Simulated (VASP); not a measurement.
# TaN (Fm-3m) in VASP: further runs

TaN is run at these levels: LDA, PBEsol+D4, BLYP+D3(BJ), PBEsol; tasks: single point.

Everything below comes from runs of VASP 6.6.1. Logs are shortened: lines on timing, memory, paths and dates and some standing lists are left out, and cuts for length are marked.

**1. The cell of the first run**

Symmetry: Fm-3m, No. 225, cubic system. Conventional cell: a = 4.332 Å, b = 4.332 Å, c = 4.332 Å, α = 90.00°, β = 90.00°, γ = 90.00°. Within 2.9 Å of Ta (site symmetry m-3m) lie 6 N at 2.17 Å. Within 2.9 Å of N (site symmetry m-3m) lie 6 Ta at 2.17 Å.

**2. Single point, LDA**

Contents of INCAR:

```
SYSTEM = TaN
PREC = Accurate
ENCUT = 700
EDIFF = 1E-6
ISMEAR = -1
SIGMA = 0.05
LREAL = .FALSE.
LASPH = .TRUE.
NELM = 120
ALGO = Normal
ISIF = 2
LWAVE = .FALSE.
LCHARG = .FALSE.
GGA = CA
NBANDS = 16
GGA_COMPAT = .FALSE.
```

Contents of KPOINTS:

```
regular mesh
0
G
  10 10 10
  0 0 0
```

Contents of POSCAR:

```
TaN
1.0
    0.0000000000      2.1661812927      2.1661812927
    2.1661812927      0.0000000000      2.1661812927
    2.1661812927      2.1661812927      0.0000000000
Ta N
1 1
Direct
    0.5000000000      0.5000000000      0.5000000000
    0.0000000000      0.0000000000      0.0000000000
```

Potentials or basis: VASP PAW LDA potentials, release 64 (Ta_sv_GW, N).

Command:

```bash
$ cat potpaw_LDA.64/Ta_sv_GW/POTCAR potpaw_LDA.64/N/POTCAR > POTCAR
$ mpirun -np 1 vasp_std > vasp.out
```

OUTCAR:

```text
SYSTEM = TaN
   PREC = Accurate
   ENCUT = 700
   EDIFF = 1E-6
   ISMEAR = -1
   LREAL = .FALSE.
   LASPH = .TRUE.
   NELM = 120
   ISIF = 2
   GGA = CA

 ion  position               nearest neighbor table
   1  0.500  0.500  0.500-   2 2.17   2 2.17   2 2.17   2 2.17   2 2.17   2 2.17
   2  0.000  0.000  0.000-   1 2.17   1 2.17   1 2.17   1 2.17   1 2.17   1 2.17

  LATTYP: Found a face centered cubic cell.
 ALAT       =     4.3323625854

  Lattice vectors:

 A1 = (   0.0000000000,   2.1661812927,   2.1661812927)
 A2 = (   2.1661812927,   0.0000000000,   2.1661812927)
 A3 = (   2.1661812927,   2.1661812927,   0.0000000000)

Analysis of symmetry for initial positions (statically):
=====================================================================
 Subroutine PRICEL returns:
 Original cell was already a primitive cell.

 Routine SETGRP: Setting up the symmetry group for a
 face centered cubic supercell.

 Subroutine GETGRP returns: Found 48 space group operations
 (whereof 48 operations were pure point group operations)
 out of a pool of 48 trial point group operations.

The static configuration has the point symmetry O_h .

Analysis of symmetry for dynamics (positions and initial velocities):
=====================================================================
 Subroutine PRICEL returns:
 Original cell was already a primitive cell.

 Routine SETGRP: Setting up the symmetry group for a
 face centered cubic supercell.

 Subroutine GETGRP returns: Found 48 space group operations
 (whereof 48 operations were pure point group operations)
 out of a pool of 48 trial point group operations.

The dynamic configuration has the point symmetry O_h .

 Subroutine INISYM returns: Found 48 space group operations
 (whereof 48 operations are pure point group operations),
 and found     1 'primitive' translations

----------------------------------------------------------------------------------------

                                     Primitive cell

  volume of cell :      20.3289

  direct lattice vectors                    reciprocal lattice vectors
     0.000000000  2.166181293  2.166181293    -0.230820939  0.230820939  0.230820939
     2.166181293  0.000000000  2.166181293     0.230820939 -0.230820939  0.230820939
     2.166181293  2.166181293  0.000000000     0.230820939  0.230820939 -0.230820939

  length of vectors
     3.063442963  3.063442963  3.063442963     0.399793594  0.399793594  0.399793594

  position of ions in fractional coordinates (direct lattice)
     0.500000000  0.500000000  0.500000000
     0.000000000  0.000000000  0.000000000

  ion indices of the primitive-cell ions
   primitive index   ion index
                 1           1
                 2           2

----------------------------------------------------------------------------------------

 KPOINTS: regular mesh

Automatic generation of k-mesh.
 Grid dimensions read from file:
 generate k-points for:   10   10   10

 Generating k-lattice:

  Cartesian coordinates                     Fractional coordinates (reciprocal lattice)
    -0.023082094  0.023082094  0.023082094     0.100000000  0.000000000  0.000000000
     0.023082094 -0.023082094  0.023082094     0.000000000  0.100000000  0.000000000
     0.023082094  0.023082094 -0.023082094     0.000000000  0.000000000  0.100000000

  Length of vectors
     0.039979359  0.039979359  0.039979359

  Shift w.r.t. Gamma in fractional coordinates (k-lattice)
     0.000000000  0.000000000  0.000000000

 Subroutine IBZKPT returns following result:
 ===========================================

 Found     47 irreducible k-points:

 Following reciprocal coordinates:
            Coordinates               Weight
  0.000000  0.000000  0.000000      1.000000
  0.100000  0.000000  0.000000      8.000000
  0.200000  0.000000  0.000000      8.000000
  0.300000  0.000000  0.000000      8.000000
  0.400000  0.000000  0.000000      8.000000
  0.500000  0.000000  0.000000      4.000000
[... 16 lines left out ...]
  0.300000  0.300000  0.000000      6.000000
  0.400000  0.300000  0.000000     24.000000
 [... further k-points ...]
   k-points           NKPTS =     47   k-points in BZ     NKDIM =     47   number of bands    NBANDS=     16
   number of dos      NEDOS =    301   number of ions     NIONS =      2
   total plane-waves  NPLWV =  21952
   dimension x,y,z NGX =    28 NGY =   28 NGZ =   28
   dimension x,y,z NGXF=    56 NGYF=   56 NGZF=   56
   ions per type =               1   1
   NGX,Y,Z   is equivalent  to a cutoff of  15.19, 15.19, 15.19 a.u.
   NGXF,Y,Z  is equivalent  to a cutoff of  30.39, 30.39, 30.39 a.u.
 SYSTEM =  TaN
   PREC   = accura    normal or accurate (medium, high low for compatibility)
   ISTART =      0    job   : 0-new  1-cont  2-samecut
   ICHARG =      2    charge: 1-file 2-atom 10-const
   ISPIN  =      1    spin polarized calculation?
   LNONCOLLINEAR =      F non collinear calculations
   LSORBIT =      F    spin-orbit coupling
   LASPH  =      T    aspherical Exc in radial PAW
   ENCUT  =  700.0 eV  51.45 Ry    7.17 a.u.   6.61  6.61  6.61*2*pi/ulx,y,z
   NELM   =    120;   NELMIN=  2; NELMDL= -5     # of ELM steps
   EDIFF  = 0.1E-05   stopping-criterion for ELM
   LREAL  =      F    real-space projection
[... 7 lines left out ...]
   TEBEG  =    0.0;   TEEND  =   0.0 temperature during run
   PSTRESS=    0.0 pullay stress
   NELECT =      18.0000    total number of electrons
   NUPDOWN=      -1.0000    fix difference up-down
   EMIN   =  10.00;   EMAX   =-10.00  energy-range for DOS
   EFERMI =   0.00;   METHOD = LEGACY
   ISMEAR =    -1;   SIGMA  =   0.05  broadening in eV -4-tet -1-fermi 0-gaus
   EFERMI_NEDOS =   21; number of points for ismear=-14 and -15
   IALGO  =     38    algorithm
   IMIX   =      4    mixing-type and parameters
     AMIX     =   0.40;   BMIX     =  1.00
     AMIX_MAG =   1.60;   BMIX_MAG =  1.00
  volume/ion in A,a.u.               =      10.16        68.59
  Fermi-wavevector in a.u.,A,eV,Ry     =   1.572030  2.970706 33.623789  2.471279
  Thomas-Fermi vector in A             =   2.673525
   LORBIT       =      0    0 simple, 1 ext, 2 COOP (PROOUT), +10 PAW based schemes
   GGA     = CA    functional components
   LHFCALC =     F    Hartree Fock is set to
   AEXX    =    0.0000 exact exchange contribution
   IVDW    =     0    specifies the selected vdW correction
   LEPSILON=     F    determine dielectric tensor
   LRPA    =     F    only Hartree local field effects (RPA)
 non-spin polarized calculation
  energy-cutoff  :      700.00
  volume of cell :       20.33
 maximum number of plane-waves:       881
   NGX = 13   NGY = 13   NGZ = 13

 number of electron      17.9999999 magnetization

 Free energy of the ion-electron system (eV)
  ---------------------------------------------------
  ext. energy  EPLUGINS =         0.00000000
  ---------------------------------------------------
  free energy    TOTEN  =       -26.68113891 eV

  energy without entropy =      -26.67528911  energy(sigma->0) =      -26.67821401

 E-fermi :  14.2163     XC(G=0): -14.3255

 val. band max:       14.2072790511   @ k =   0.0000   0.0000   0.0000
 cond. band min:      14.2572346706   @ k =  -0.3000   0.3000   0.1000
 fundamental gap:      0.0499556195
 Fermi energy:        14.2163469433

 k-point     1 :       0.0000    0.0000    0.0000
  band No.  band energies     occupation
      1     -54.8700      2.00000
      2     -21.2745      2.00000
      3     -21.2745      2.00000
      4     -21.2745      2.00000
      5      -4.7518      2.00000
      6      10.3139      2.00000
[... 8 lines left out ...]
     15      23.4536      0.00000
     16      39.3314      0.00000

 k-point     2 :       0.1000    0.0000    0.0000
  band No.  band energies     occupation
      1     -54.8632      2.00000
      2     -21.3814      2.00000
      3     -21.2840      2.00000
      4     -21.2840      2.00000
      5      -4.4861      2.00000
      6       9.1752      2.00000
[... 8 lines left out ...]
     15      24.2201      0.00000
     16      36.2704      0.00000

 k-point     3 :       0.2000    0.0000    0.0000
  band No.  band energies     occupation
      1     -54.8451      2.00000
      2     -21.6513      2.00000
      3     -21.3084      2.00000
      4     -21.3084      2.00000
      5      -3.7631      2.00000
      6       7.3015      2.00000
[... 8 lines left out ...]
     15      26.0452      0.00000
     16      32.8774      0.00000

 k-point     4 :       0.3000    0.0000    0.0000
  band No.  band energies     occupation
      1     -54.8227      2.00000
      2     -21.9681      2.00000
      3     -21.3383      2.00000
      4     -21.3383      2.00000
      5      -2.7755      2.00000
      6       5.5034      2.00000
[... 8 lines left out ...]
     15      26.8850      0.00000
     16      30.6813      0.00000

 k-point     5 :       0.4000    0.0000    0.0000
  band No.  band energies     occupation
      1     -54.8046      2.00000
      2     -22.2123      2.00000
      3     -21.3623      2.00000
      4     -21.3623      2.00000
      5      -1.8147      2.00000
      6       4.0936      2.00000
[... 8 lines left out ...]
     15      26.4597      0.00000
     16      27.8149      0.00000

 k-point     6 :       0.5000    0.0000    0.0000
  band No.  band energies     occupation
      1     -54.7977      2.00000
      2     -22.3030      2.00000
      3     -21.3714      2.00000
      4     -21.3714      2.00000
      5      -1.3645      2.00000
      6       3.5020      2.00000
[... 8 lines left out ...]
     15      26.5118      0.00000
     16      26.5234      0.00000
[... 267 lines left out ...]
 k-point    21 :      -0.3000    0.2000    0.0000
  band No.  band energies     occupation
      1     -54.7978      2.00000
      2     -22.0565      2.00000
      3     -21.6226      2.00000
      4     -21.3731      2.00000
      5      -2.1659      2.00000
      6       4.6875      2.00000
[... 8 lines left out ...]
     15      25.9440      0.00000
     16      27.4856      0.00000

 k-point    22 :      -0.2000    0.2000    0.0000
  band No.  band energies     occupation
      1     -54.8150      2.00000
      2     -21.9103      2.00000
      3     -21.5374      2.00000
      4     -21.3269      2.00000
      5      -2.6943      2.00000
      6       5.3534      2.00000
[... 8 lines left out ...]
     15      27.2637      0.00000
     16      27.8887      0.00000

 k-point    23 :       0.3000    0.3000    0.0000
  band No.  band energies     occupation
      1     -54.8072      2.00000
      2     -21.8857      2.00000
      3     -21.4988      2.00000
      4     -21.4988      2.00000
      5      -3.2232      2.00000
      6       5.8284      2.00000
[... 8 lines left out ...]
     15      27.8771      0.00000
     16      30.3373      0.00000

 k-point    24 :       0.4000    0.3000    0.0000
  band No.  band energies     occupation
      1     -54.7928      2.00000
      2     -22.0071      2.00000
      3     -21.5656      2.00000
      4     -21.5341      2.00000
      5      -3.1006      2.00000
      6       6.1070      2.00000
[... 8 lines left out ...]
     15      25.3993      0.00000
     16      29.8748      0.00000

 [... further k-points ...]

------------------------ aborting loop because EDIFF is reached ----------------------------------------

  FORCE on cell =-STRESS in cart. coord.  units (eV):
  Direction    XX          YY          ZZ          XY          YZ          ZX
  --------------------------------------------------------------------------------------
  -------------------------------------------------------------------------------------
  Total        0.6727896      0.6727896      0.6727896      0.0000000      0.0000000      0.0000000
  in kB       53.0243605     53.0243605     53.0243605      0.0000000      0.0000000      0.0000000
  external PRESSURE =      53.0243605 kB  Pullay stress =       0.0000000 kB

 VOLUME and BASIS-vectors are now :
 -----------------------------------------------------------------------------
  energy-cutoff  :      700.00
  volume of cell :       20.33
      direct lattice vectors                 reciprocal lattice vectors
     0.000000000  2.166181293  2.166181293    -0.230820939  0.230820939  0.230820939
     2.166181293  0.000000000  2.166181293     0.230820939 -0.230820939  0.230820939
     2.166181293  2.166181293  0.000000000     0.230820939  0.230820939 -0.230820939

 POSITION                                       TOTAL-FORCE (eV/Angst)
 -----------------------------------------------------------------------------------
      2.16618      2.16618      2.16618         0.000000     -0.000000      0.000000
      0.00000      0.00000      0.00000        -0.000000      0.000000     -0.000000
 -----------------------------------------------------------------------------------
    total drift:                                0.000000      0.000000      0.000000

  FREE ENERGIE OF THE ION-ELECTRON SYSTEM (eV)
  ---------------------------------------------------
  free  energy   TOTEN  =       -26.6811389127 eV

  energy  without entropy=      -26.6752891092  energy(sigma->0) =      -26.67821401
```

Run time: 17 s. Hardware: 1 thread of Intel Xeon Platinum 8488C (Sapphire Rapids), shared host; peak memory 0.16 GiB.

What came out:

```yaml
Free_energy: -26.6811 eV
Pressure: 5.3 GPa
Band_gap_on_the_k_mesh: zero (bands 9 and 10 overlap by 4.28 eV)
```

Caveat: the cell stands under pressure; spin-orbit coupling is left out, which moves the levels of the heavy elements.

**3. Single point, PBEsol+D4**

This run uses another cell than the first one, of 10.38 Å³/atom.

Contents of INCAR:

```
PREC = Accurate
ENCUT = 700
EDIFF = 1E-6
ISMEAR = -1
SIGMA = 0.05
LREAL = False
LASPH = True
NELM = 120
ALGO = Normal
ISIF = 2
LWAVE = False
LCHARG = False
GGA = PS
IVDW = 13
NBANDS = 16
GGA_COMPAT = False
```

Contents of KPOINTS:

```
Automatic mesh
0
Gamma
  10 10 10
```

Contents of POSCAR:

```
TaN
1.0
    0.0000000000      2.1815239982      2.1815239982
    2.1815239982      0.0000000000      2.1815239982
    2.1815239982      2.1815239982      0.0000000000
Ta N
1 1
Direct
    0.5000000000      0.5000000000      0.5000000000
    0.0000000000      0.0000000000      0.0000000000
```

Potentials or basis: VASP PAW PBE potentials, release 64 (Ta_sv_GW, N).

Command:

```bash
$ cat potpaw_PBE.64/Ta_sv_GW/POTCAR potpaw_PBE.64/N/POTCAR > POTCAR
$ mpirun -np 1 vasp_std > vasp.out
```

It took 17 s on 1 thread of AMD EPYC 9R45 (Zen 5), shared host; peak memory 0.15 GiB.

It converged, with:

```yaml
Free_energy: -26.1511 eV
Pressure: 0.0 GPa
Band_gap_on_the_k_mesh: zero (bands 9 and 10 overlap by 4.18 eV)
Dispersion_energy_per_atom: -0.188 eV
```

Levels at points of the mesh, in eV from the Fermi level:
| k point | band 7 | band 8 | band 9 | band 10 | band 11 | band 12 |
| --- | --- | --- | --- | --- | --- | --- |
| (0.00, 0.00, 0.00) | -3.88 | -3.88 | -2.22 | -2.22 | -2.22 | 0.01 |
| (0.50, 0.00, 0.00) | -7.78 | -7.78 | 1.96 | 1.96 | 2.06 | 3.82 |
| (0.50, 0.50, 0.00) | -5.68 | -4.68 | -4.68 | 2.15 | 3.68 | 3.68 |

Caveat: the PAW data sets were made with another functional, which shifts forces and pressure a little; spin-orbit coupling is left out, which moves the levels of the heavy elements.

**4. Single point, BLYP+D3(BJ)**

This run uses another cell than the first one, of 11.25 Å³/atom.

Contents of INCAR:

```
PREC = Accurate ; ENCUT = 700
EDIFF = 1E-6 ; ISMEAR = -1
SIGMA = 0.05 ; LREAL = F
LASPH = T ; NELM = 120
ALGO = Normal ; ISIF = 2
LWAVE = F ; LCHARG = F
GGA = B5 ; ALDAX = 1.0
AGGAX = 1.0 ; AGGAC = 1.0
ALDAC = 0.0 ; IVDW = 12
VDW_S6 = 1.0 ; VDW_S8 = 2.6996
VDW_A1 = 0.4298 ; VDW_A2 = 4.2359
NBANDS = 16 ; GGA_COMPAT = F
```

KPOINTS is that of step 3.

Contents of POSCAR:

```
TaN
1.0
    0.0000000000      2.2404226923      2.2404226923
    2.2404226923      0.0000000000      2.2404226923
    2.2404226923      2.2404226923      0.0000000000
Ta N
1 1
Direct
    0.5000000000      0.5000000000      0.5000000000
    0.0000000000      0.0000000000      0.0000000000
```

Command:

```bash
$ cat potpaw_PBE.64/Ta_sv_GW/POTCAR potpaw_PBE.64/N/POTCAR > POTCAR
$ mpirun -np 1 vasp_std > vasp.out
```

It took 17 s on 1 thread of Intel Xeon 6975P-C (Granite Rapids), shared host; peak memory 0.19 GiB.

It converged, with:

```yaml
Free_energy: -24.4588 eV
Pressure: -17.3 GPa
Band_gap_on_the_k_mesh: zero (bands 9 and 10 overlap by 3.58 eV)
Dispersion_energy_per_atom: -1.038 eV
```

Levels at points of the mesh, in eV from the Fermi level:
```
           k point  band 5  band 6  band 7  band 8  band 9  band 10  band 11  band 12  band 13  band 14
(0.00, 0.00, 0.00)  -18.27   -3.68   -3.68   -3.68   -1.96    -1.96    -1.96     0.03     0.03     1.29
(0.50, 0.00, 0.00)  -15.63   -9.77   -7.17   -7.17    1.62     1.62     1.74     4.04     6.83     6.83
(0.50, 0.50, 0.00)  -17.12   -6.35   -4.97   -4.46   -4.46     1.87     3.08     3.08     3.93     6.29
```

Caveat: the cell stands under tension; the dispersion term is far too large for a dense solid, which distorts pressure and volume; the PAW data sets were made with another functional, which shifts forces and pressure a little; spin-orbit coupling is left out, which moves the levels of the heavy elements.

(Part 1 of 2 ends here.)

The gap in the log of VASP goes by the Fermi energy; the results here count the filled bands.